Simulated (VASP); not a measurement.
# BeS (P6_3/mmc) in VASP: settings compared

Aim: see how the results for BeS move with the level of theory and the settings. Levels: PBE, LDA. Tasks: single point.

Program: VASP 6.6.1. These are calculated values, not measurements. Logs are shortened: lines on timing, memory, paths and dates and some standing lists are left out, and cuts for length are marked.

### 1 The cell of the first run

It takes space group P6_3/mmc (No. 194, hexagonal). Conventional cell: a = 3.462 Å, b = 3.462 Å, c = 6.992 Å, α = 90.00°, β = 90.00°, γ = 120.00°. Within 2.6 Å of Be (site symmetry -6m2) lie 3 S at 2.00 Å. S (site symmetry -6m2) has 3 Be at 2.00 Å within 2.6 Å.

### 2 Single point, PBE

Input file INCAR:

```
SYSTEM = BeS
  ALGO = Normal
  EDIFF = 1E-6
  ENCUT = 520
  GGA = PE
  ISIF = 2
  ISMEAR = 0
  LASPH = .TRUE.
  LCHARG = .FALSE.
  LREAL = .FALSE.
  LWAVE = .FALSE.
  NBANDS = 16
  NELM = 100
  PREC = Accurate
  SIGMA = 0.01
```

Input file KPOINTS:

```
k-points
0
G
  6 6 2
  0 0 0
```

Input file POSCAR:

```
BeS
1.0
    3.4621570814      0.0000000000      0.0000000000
   -1.7310785407      2.9983159844      0.0000000000
    0.0000000000      0.0000000000      6.9924280704
Be S
2 2
Direct
    0.3333333333      0.6666666667      0.2500000000
    0.6666666667      0.3333333333      0.7500000000
    0.6666666667      0.3333333333      0.2500000000
    0.3333333333      0.6666666667      0.7500000000
```

Potentials or basis: VASP PAW PBE potentials, release 64 (Be, S).

Run with:

```
> cat potpaw_PBE.64/Be/POTCAR potpaw_PBE.64/S/POTCAR > POTCAR
> mpirun -np 1 vasp_std > vasp.out
```

OUTCAR:

```text
SYSTEM = BeS
   EDIFF = 1E-6
   ENCUT = 520
   GGA = PE
   ISIF = 2
   ISMEAR = 0
   LASPH = .TRUE.
   LREAL = .FALSE.
   NELM = 100
   PREC = Accurate

 ion  position               nearest neighbor table
   1  0.333  0.667  0.250-   3 2.00   3 2.00   3 2.00
   2  0.667  0.333  0.750-   4 2.00   4 2.00   4 2.00
   3  0.667  0.333  0.250-   1 2.00   1 2.00   1 2.00
   4  0.333  0.667  0.750-   2 2.00   2 2.00   2 2.00

  LATTYP: Found a hexagonal cell.
 ALAT       =     3.4621570814
 C/A-ratio  =     2.0196738351

  Lattice vectors:

 A1 = (   3.4621570814,   0.0000000000,   0.0000000000)
 A2 = (  -1.7310785407,   2.9983159844,   0.0000000000)
 A3 = (   0.0000000000,   0.0000000000,   6.9924280704)

Analysis of symmetry for initial positions (statically):
=====================================================================
 Subroutine PRICEL returns:
 Original cell was already a primitive cell.

 Routine SETGRP: Setting up the symmetry group for a
 hexagonal supercell.

 Subroutine GETGRP returns: Found 24 space group operations
 (whereof 12 operations were pure point group operations)
 out of a pool of 24 trial point group operations.

The static configuration has the point symmetry D_3d.
 The point group associated with its full space group is D_6h.

Analysis of symmetry for dynamics (positions and initial velocities):
=====================================================================
 Subroutine PRICEL returns:
 Original cell was already a primitive cell.

 Routine SETGRP: Setting up the symmetry group for a
 hexagonal supercell.

 Subroutine GETGRP returns: Found 24 space group operations
 (whereof 12 operations were pure point group operations)
 out of a pool of 24 trial point group operations.

The dynamic configuration has the point symmetry D_3d.
 The point group associated with its full space group is D_6h.

 Subroutine INISYM returns: Found 24 space group operations
 (whereof 12 operations are pure point group operations),
 and found     1 'primitive' translations

----------------------------------------------------------------------------------------

                                     Primitive cell

  volume of cell :      72.5859

  direct lattice vectors                    reciprocal lattice vectors
     3.462157081  0.000000000  0.000000000     0.288837270  0.166760276  0.000000000
    -1.731078541  2.998315984  0.000000000     0.000000000  0.333520551  0.000000000
     0.000000000  0.000000000  6.992428070     0.000000000  0.000000000  0.143011839

  length of vectors
     3.462157081  3.462157081  6.992428070     0.333520551  0.333520551  0.143011839

  position of ions in fractional coordinates (direct lattice)
     0.333333333  0.666666667  0.250000000
     0.666666667  0.333333333  0.750000000
     0.666666667  0.333333333  0.250000000
     0.333333333  0.666666667  0.750000000

  ion indices of the primitive-cell ions
   primitive index   ion index
                 1           1
                 2           2
                 3           3
                 4           4

----------------------------------------------------------------------------------------

 KPOINTS: k-points

Automatic generation of k-mesh.
 Grid dimensions read from file:
 generate k-points for:    6    6    2

 Generating k-lattice:

  Cartesian coordinates                     Fractional coordinates (reciprocal lattice)
     0.048139545  0.027793379  0.000000000     0.166666667 -0.000000000  0.000000000
     0.000000000  0.055586759  0.000000000     0.000000000  0.166666667  0.000000000
     0.000000000  0.000000000  0.071505920     0.000000000  0.000000000  0.500000000

  Length of vectors
     0.055586759  0.055586759  0.071505920

  Shift w.r.t. Gamma in fractional coordinates (k-lattice)
     0.000000000  0.000000000  0.000000000

 Subroutine IBZKPT returns following result:
 ===========================================

 Found     14 irreducible k-points:

 Following reciprocal coordinates:
            Coordinates               Weight
  0.000000  0.000000  0.000000      1.000000
  0.166667  0.000000  0.000000      6.000000
  0.333333  0.000000  0.000000      6.000000
  0.500000  0.000000  0.000000      3.000000
  0.166667  0.166667  0.000000      6.000000
  0.333333  0.166667  0.000000     12.000000
  0.333333  0.333333  0.000000      2.000000
  0.000000  0.000000  0.500000      1.000000
  0.166667  0.000000  0.500000      6.000000
  0.333333  0.000000  0.500000      6.000000
  0.500000  0.000000  0.500000      3.000000
  0.166667  0.166667  0.500000      6.000000
  0.333333  0.166667  0.500000     12.000000
  0.333333  0.333333  0.500000      2.000000
   k-points           NKPTS =     14   k-points in BZ     NKDIM =     14   number of bands    NBANDS=     16
   number of dos      NEDOS =    301   number of ions     NIONS =      4
   total plane-waves  NPLWV =  42336
   dimension x,y,z NGX =    28 NGY =   28 NGZ =   54
   dimension x,y,z NGXF=    56 NGYF=   56 NGZF=  108
   ions per type =               2   2
   NGX,Y,Z   is equivalent  to a cutoff of  13.45, 13.45, 12.84 a.u.
   NGXF,Y,Z  is equivalent  to a cutoff of  26.89, 26.89, 25.68 a.u.
 SYSTEM =  BeS
   PREC   = accura    normal or accurate (medium, high low for compatibility)
   ISTART =      0    job   : 0-new  1-cont  2-samecut
   ICHARG =      2    charge: 1-file 2-atom 10-const
   ISPIN  =      1    spin polarized calculation?
   LNONCOLLINEAR =      F non collinear calculations
   LSORBIT =      F    spin-orbit coupling
   LASPH  =      T    aspherical Exc in radial PAW
   ENCUT  =  520.0 eV  38.22 Ry    6.18 a.u.   6.44  6.44 13.00*2*pi/ulx,y,z
   NELM   =    100;   NELMIN=  2; NELMDL= -5     # of ELM steps
   EDIFF  = 0.1E-05   stopping-criterion for ELM
   LREAL  =      F    real-space projection
   EDIFFG = 0.1E-04   stopping-criterion for IOM
   NSW    =      0    number of steps for IOM
   IBRION =     -1    ionic relax: 0-MD 1-quasi-New 2-CG
   NFREE  =      0    steps in history (QN), initial steepest desc. (CG)
   ISIF   =      2    stress and relaxation
   ISYM   =      2    0-nonsym 1-usesym 2-fastsym
   POTIM  = 0.5000    time-step for ionic-motion
   TEBEG  =    0.0;   TEEND  =   0.0 temperature during run
   PSTRESS=    0.0 pullay stress
   NELECT =      16.0000    total number of electrons
   NUPDOWN=      -1.0000    fix difference up-down
   EMIN   =  10.00;   EMAX   =-10.00  energy-range for DOS
   EFERMI =   0.00;   METHOD = LEGACY
   ISMEAR =     0;   SIGMA  =   0.01  broadening in eV -4-tet -1-fermi 0-gaus
   EFERMI_NEDOS =   21; number of points for ismear=-14 and -15
   IALGO  =     38    algorithm
   IMIX   =      4    mixing-type and parameters
     AMIX     =   0.40;   BMIX     =  1.00
     AMIX_MAG =   1.60;   BMIX_MAG =  1.00
  volume/ion in A,a.u.               =      18.15       122.46
  Fermi-wavevector in a.u.,A,eV,Ry     =   0.988927  1.868800 13.306171  0.977976
  Thomas-Fermi vector in A             =   2.120489
   LORBIT       =      0    0 simple, 1 ext, 2 COOP (PROOUT), +10 PAW based schemes
   GGA     = PE    functional components
   LHFCALC =     F    Hartree Fock is set to
   AEXX    =    0.0000 exact exchange contribution
   IVDW    =     0    specifies the selected vdW correction
   LEPSILON=     F    determine dielectric tensor
   LRPA    =     F    only Hartree local field effects (RPA)
 non-spin polarized calculation
 Gauss-broadening in eV      SIGMA  =   0.01
  energy-cutoff  :      520.00
  volume of cell :       72.59
 maximum number of plane-waves:      1986
 NGX is ok and might be reduce to    28
   NGX = 13   NGY = 13   NGZ = 27

 number of electron      16.0000001 magnetization

 Free energy of the ion-electron system (eV)
  ---------------------------------------------------
  ext. energy  EPLUGINS =         0.00000000
  ---------------------------------------------------
  free energy    TOTEN  =       -19.22921680 eV

  energy without entropy =      -19.22921680  energy(sigma->0) =      -19.22921680

 E-fermi :   1.6799     XC(G=0):  -8.5486

 val. band max:        1.6289508764   @ k =   0.3333   0.1667   0.0000
 cond. band min:       5.8110015831   @ k =   0.5000   0.0000   0.5000
 fundamental gap:      4.1820507067
 Fermi energy:         1.6799357110

 k-point     1 :       0.0000    0.0000    0.0000
  band No.  band energies     occupation
      1     -10.8816      2.00000
      2     -10.4459      2.00000
      3      -1.8194      2.00000
      4       0.8379      2.00000
      5       0.8379      2.00000
      6       1.0182      2.00000
[... 8 lines left out ...]
     15       9.8918      0.00000
     16      10.8615      0.00000

 k-point     2 :       0.1667    0.0000    0.0000
  band No.  band energies     occupation
      1     -10.6544      2.00000
      2     -10.2508      2.00000
      3      -1.4647      2.00000
      4      -0.3730      2.00000
      5      -0.1770      2.00000
      6       0.3815      2.00000
[... 8 lines left out ...]
     15       9.5254      0.00000
     16      10.1265      0.00000

 k-point     3 :       0.3333    0.0000    0.0000
  band No.  band energies     occupation
      1     -10.0993      2.00000
      2      -9.8091      2.00000
      3      -2.2560      2.00000
      4      -2.0366      2.00000
      5      -0.4920      2.00000
      6      -0.3118      2.00000
[... 8 lines left out ...]
     15      12.0659      0.00000
     16      12.3739      0.00000

 k-point     4 :       0.5000    0.0000    0.0000
  band No.  band energies     occupation
      1      -9.7177      2.00000
      2      -9.5789      2.00000
      3      -3.0910      2.00000
      4      -2.8844      2.00000
      5      -0.5941      2.00000
      6      -0.3204      2.00000
[... 8 lines left out ...]
     15      12.2078      0.00000
     16      12.3989      0.00000
[... 134 lines left out ...]
 k-point    12 :       0.1667    0.1667    0.5000
  band No.  band energies     occupation
      1     -10.0985      2.00000
      2     -10.0985      2.00000
      3      -1.5752      2.00000
      4      -1.5752      2.00000
      5      -0.3891      2.00000
      6      -0.3891      2.00000
[... 8 lines left out ...]
     15      11.9184      0.00000
     16      11.9184      0.00000

 k-point    13 :       0.3333    0.1667    0.5000
  band No.  band energies     occupation
      1      -9.6559      2.00000
      2      -9.6559      2.00000
      3      -2.6695      2.00000
      4      -2.6695      2.00000
      5      -1.1331      2.00000
      6      -1.1331      2.00000
[... 8 lines left out ...]
     15      11.9454      0.00000
     16      11.9454      0.00000

 k-point    14 :       0.3333    0.3333    0.5000
  band No.  band energies     occupation
      1      -9.4901      2.00000
      2      -9.4901      2.00000
      3      -2.3280      2.00000
      4      -2.3280      2.00000
      5      -2.2530      2.00000
      6      -2.2530      2.00000
[... 8 lines left out ...]
     15      11.7961      0.00000
     16      11.7961      0.00000

------------------------ aborting loop because EDIFF is reached ----------------------------------------

  FORCE on cell =-STRESS in cart. coord.  units (eV):
  Direction    XX          YY          ZZ          XY          YZ          ZX
  --------------------------------------------------------------------------------------
  -------------------------------------------------------------------------------------
  Total        0.2274866      0.2274866      0.2222186      0.0000000     -0.0000000     -0.0000000
  in kB        5.0212778      5.0212778      4.9049971      0.0000000     -0.0000000     -0.0000000
  external PRESSURE =       4.9825176 kB  Pullay stress =       0.0000000 kB

 VOLUME and BASIS-vectors are now :
 -----------------------------------------------------------------------------
  energy-cutoff  :      520.00
  volume of cell :       72.59
      direct lattice vectors                 reciprocal lattice vectors
     3.462157081  0.000000000  0.000000000     0.288837270  0.166760276  0.000000000
    -1.731078541  2.998315984  0.000000000     0.000000000  0.333520551  0.000000000
     0.000000000  0.000000000  6.992428070     0.000000000  0.000000000  0.143011839

 POSITION                                       TOTAL-FORCE (eV/Angst)
 -----------------------------------------------------------------------------------
     -0.00000      1.99888      1.74811        -0.000000      0.000000      0.000000
      1.73108      0.99944      5.24432         0.000000     -0.000000      0.000000
      1.73108      0.99944      1.74811        -0.000000      0.000000      0.000000
     -0.00000      1.99888      5.24432         0.000000     -0.000000      0.000000
 -----------------------------------------------------------------------------------
    total drift:                                0.000000     -0.000000      0.000000

  FREE ENERGIE OF THE ION-ELECTRON SYSTEM (eV)
  ---------------------------------------------------
  free  energy   TOTEN  =       -19.2292168017 eV

  energy  without entropy=      -19.2292168017  energy(sigma->0) =      -19.22921680
```

Wall time 10 s (1 thread of Intel Xeon Platinum 8488C (Sapphire Rapids), shared host); peak memory 0.19 GiB.

What came out:

- Free energy: -19.2292 eV
- Pressure: 0.5 GPa
- Band gap on the k mesh: 4.18 eV, indirect (least direct gap 4.32 eV)

Caveat: the k points lie up to 0.45 Å⁻¹ apart.

### 3 Single point, LDA

This run uses another cell than the first one, of 15.55 Å³/atom, 0.857 times its volume.

Input file INCAR:

```
ALGO = Normal
EDIFF = 1E-7
ENCUT = 520
ISIF = 2
ISMEAR = -1
LASPH = True
LCHARG = True
LELF = True
LREAL = False
LVHAR = True
LWAVE = False
NBANDS = 16
NELM = 80
PREC = Accurate
SIGMA = 0.02
```

Input file KPOINTS:

```
k-points
0
Gamma
  12 12 4
```

Input file POSCAR:

```
BeS
1.0
    3.4484617784      0.0000000000      0.0000000000
   -1.7242308892      2.9864555040      0.0000000000
    0.0000000000      0.0000000000      6.0389005648
Be S
2 2
Direct
    0.3333333333      0.6666666667      0.2500000000
    0.6666666667      0.3333333333      0.7500000000
    0.6666666667      0.3333333333      0.2500000000
    0.3333333333      0.6666666667      0.7500000000
```

Potentials or basis: VASP PAW LDA potentials, release 64 (Be, S).

Run with:

```
> cat potpaw_LDA.64/Be/POTCAR potpaw_LDA.64/S/POTCAR > POTCAR
> mpirun -np 1 vasp_std > vasp.out
```

Run time: 28 s. Hardware: 1 thread of Intel Xeon Platinum 8488C (Sapphire Rapids), shared host; peak memory 0.18 GiB.

It converged, with:

- Free energy: -21.2661 eV
- Pressure: -0.1 GPa
- Band gap on the k mesh: 3.27 eV, indirect (least direct gap 4.02 eV)

Stress tensor (GPa, compression positive):
```
-0.08  0.00  0.00
 0.00 -0.08  0.00
 0.00  0.00  0.01
```

Levels at points of the mesh, in eV from the valence-band top:
```tsv
k point	band 4	band 5	band 6	band 7	band 8	band 9	band 10	band 11	band 12	band 13
(0.00, 0.00, 0.00)	-1.68	-1.68	-1.13	-1.13	-0.09	4.85	5.10	5.20	5.20	6.10
(0.50, 0.00, 0.00)	-5.12	-3.20	-2.71	-2.45	-1.02	3.76	4.12	5.14	6.27	9.10
(0.00, 0.00, 0.50)	-3.04	-1.42	-1.42	-1.42	-1.42	5.58	5.58	5.58	5.58	5.63
(0.50, 0.00, 0.50)	-5.61	-2.85	-2.85	-1.14	-1.14	3.36	3.36	4.55	4.55	11.02
```

A k mesh can miss the band edges. Expect the measured gap to be larger: semilocal functionals such as LDA lack the derivative discontinuity.
